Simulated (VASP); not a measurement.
Wanted: the native input for a VASP 6.6.1 run.

| Quantity | Value |
| --- | --- |
| Task | single point |
| Functional | PBEsol |
| Potentials or basis | VASP PAW PBE potentials, release 64 (Co, O) |
| Cutoff | 520 eV |
| k mesh | 18 × 18 × 18 |
| Occupations | gaussian, width 0.1 eV |
| Spin | collinear spin, ferromagnetic start |
| Starting moments | [3.0, 1.0] μB |
| Dipole correction | no |
| Further INCAR settings | ALGO = Normal; EDIFF = 1e-07; NBANDS = 18 |

The structure of CoO lies in POSCAR:

```
CoO
1.0
    1.5275040771      0.8819048901      2.2167661253
   -1.5275040771      0.8819048901      2.2167661253
    0.0000000000     -1.7638097802      2.2167661253
Co O
1 1
Direct
    0.0000000000      0.0000000000      0.0000000000
    0.5000000000      0.5000000000      0.5000000000
```

One way to write it, as run:

INCAR

```
ALGO     = Normal         # electronic algorithm
EDIFF    = 1E-7           # SCF threshold, eV
ENCUT    = 520            # plane-wave cutoff, eV
GGA      = PS             # functional
ISIF     = 2              # what is computed and relaxed
ISMEAR   = 0              # smearing method
ISPIN    = 2              # spin polarisation
LASPH    = True           # aspherical terms in the spheres
LCHARG   = False          # write CHGCAR
LMAXMIX  = 4              # l up to which the mixer works
LORBIT   = 11             # projections on sites
LREAL    = False          # projectors in reciprocal space
LWAVE    = False          # write WAVECAR
MAGMOM   = 3 1            # initial moments
NBANDS   = 18             # bands
NELM     = 150            # most SCF steps
PREC     = Accurate       # precision mode
SIGMA    = 0.1            # smearing width, eV
```

KPOINTS

```
k-points
0
Gamma
  18 18 18
```

Potentials or basis: VASP PAW PBE potentials, release 64 (Co, O).

Run with:

```console
$ cat potpaw_PBE.64/Co/POTCAR potpaw_PBE.64/O/POTCAR > POTCAR
$ mpirun -np 1 vasp_std > vasp.out
```

Results of the run:

The pressure is -0.8 GPa, the net moment is 2.68 μB per cell and the site moments are Co +2.37; O +0.26 μB. The valence electrons inside the program's atomic spheres are Co 7.94; O 4.98.

Caveat: the PAW data sets were made with another functional, which shifts forces and pressure a little; a cell with one magnetic atom can't hold antiferromagnetic order, which such compounds often take.

Run time: 3.2 min on 1 thread of Intel(R) Xeon(R) 6975P-C (Granite Rapids), on a shared host, peak memory 0.38 GiB.
